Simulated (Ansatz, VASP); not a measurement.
## Sr: VASP beside Ansatz

INCAR

```
SYSTEM = Sr
ALGO     = Normal         ! electronic algorithm
EDIFF    = 1E-6           ! SCF threshold, eV
ENCUT    = 520            ! plane-wave cutoff, eV
GGA      = RP             ! functional
ISIF     = 2              ! what is computed and relaxed
ISMEAR   = -1             ! smearing method
LASPH    = .TRUE.         ! aspherical terms in the spheres
LCHARG   = .FALSE.        ! write CHGCAR
LREAL    = .FALSE.        ! projectors in reciprocal space
LWAVE    = .FALSE.        ! write WAVECAR
NBANDS   = 11             ! bands
NELM     = 100            ! most SCF steps
PREC     = Accurate       ! precision mode
SIGMA    = 0.1            ! smearing width, eV
```

KPOINTS

```
k-points
0
G
  9 9 9
  0 0 0
```

The input POSCAR:

```
Sr
1.0
    3.9673456354      0.0000000000      0.0000000000
    0.0000000000      3.9673456354      0.0000000000
    0.0000000000      0.0000000000      3.9673456354
Sr
1
Direct
    0.0000000000      0.0000000000      0.0000000000
```

Input for Ansatz:

```yaml
crystal:
  lattice:
    - [3.9673456354, 0.0, 0.0]
    - [0.0, 3.9673456354, 0.0]
    - [0.0, 0.0, 3.9673456354]
  atoms:
    - { symbol: Sr, position: [0.0, 0.0, 0.0] }
hamiltonian:
  xc: rpbe
  pseudopotentials:
    kind: paw
    azcp:
      Sr: "pseudopotentials/Sr.paw.azcp"
basis:
  ecutwfc: 420
  fft_grid_basis: typed
kpoints:
  mp_grid: { grid: [9, 9, 9], shift: [0, 0, 0] }
magnetization:
  spin_polarized: false
scf:
  occupations: { method: fermi_dirac, width: 0.1 }
  lower_state_search: "off"
output:
  stress: true
```

Alike in both runs: task single point; functional RPBE; k mesh 9 × 9 × 9; occupations fermi-dirac, width 0.1 eV; no spin polarisation.

```csv
,VASP,Ansatz
version,VASP 6.6.1,Ansatz 0.2.0
potentials or method,"VASP PAW PBE potentials, release 64 (Sr_sv), cutoff 520 eV","plane waves (420 eV) with PAW, scalar-relativistic"
valence electrons in the cell,10,10
```

|  | VASP | Ansatz | Ansatz less VASP |
| --- | --- | --- | --- |
| pressure (GPa) | 0.0 | 0.0 | 0.00 |

VASP's potentials were made for PBE, not for RPBE. The functional is the same, so the differences come from potentials, cutoffs and numerics.
